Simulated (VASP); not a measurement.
Wanted: the native input for a VASP 6.6.1 run.

```
Task                   : single point
Functional             : PBE
Potentials or basis    : VASP PAW PBE potentials, release 64 (Hf_pv, Si, O)
Cutoff                 : 520 eV
k mesh                 : 6 × 6 × 6
Occupations            : fermi-dirac, width 0.02 eV
Spin                   : no spin polarisation
Dipole correction      : no
Further INCAR settings : ALGO = Normal; EDIFF = 1e-07; NBANDS = 50
```

The structure of HfSiO4 lies in POSCAR:

```
HfSiO4
1.0
   -3.2908231527      3.2908231527      2.8961958772
    3.2908231527     -3.2908231527      2.8961958772
    3.2908231527      3.2908231527     -2.8961958772
Hf Si O
2 2 8
Direct
    0.0000000000      0.0000000000      0.0000000000
    0.7500000000      0.2500000000      0.5000000000
    0.2500000000      0.7500000000      0.5000000000
    0.5000000000      0.5000000000      0.0000000000
    0.1342508647      0.3196299090      0.8146209556
    0.0696299090      0.7550089534      0.6853790444
    0.0696299090      0.3842508647      0.3146209556
    0.5050089534      0.3196299090      0.1853790444
    0.6803700910      0.4949910466      0.8146209556
    0.6157491353      0.9303700910      0.6853790444
    0.2449910466      0.9303700910      0.3146209556
    0.6803700910      0.8657491353      0.1853790444
```

This cell differs from its parent crystal: uniaxial z strain -3.0%.

One way to write it, as run:

INCAR

```
SYSTEM = HfSiO4
  PREC = Accurate
  ENCUT = 520
  EDIFF = 1E-7
  ISMEAR = -1
  SIGMA = 0.02
  LREAL = .FALSE.
  LASPH = .TRUE.
  NELM = 60
  ALGO = Normal
  ISIF = 2
  LWAVE = .FALSE.
  LCHARG = .FALSE.
  GGA = PE
  NBANDS = 50
```

KPOINTS

```
Automatic mesh
0
G
  6 6 6
  0 0 0
```

Potentials or basis: VASP PAW PBE potentials, release 64 (Hf_pv, Si, O).

Launch:

```console
$ cat potpaw_PBE.64/Hf_pv/POTCAR potpaw_PBE.64/Si/POTCAR potpaw_PBE.64/O/POTCAR > POTCAR
$ mpirun -np 1 vasp_std > vasp.out
```

Results of the run:

```
Pressure               : 13.4 GPa
Largest force          : 0.500 eV/Å
Band gap on the k mesh : 5.53 eV (least direct gap 5.83 eV)
```

Caveat: the cell differs from its parent crystal (uniaxial z strain -3.0%); the cell stands under pressure; spin-orbit coupling is left out, which moves the levels of the heavy elements.

Wall time 110 s on 1 thread of Intel(R) Xeon(R) 6975P-C (Granite Rapids), on a shared host, peak memory 0.34 GiB.
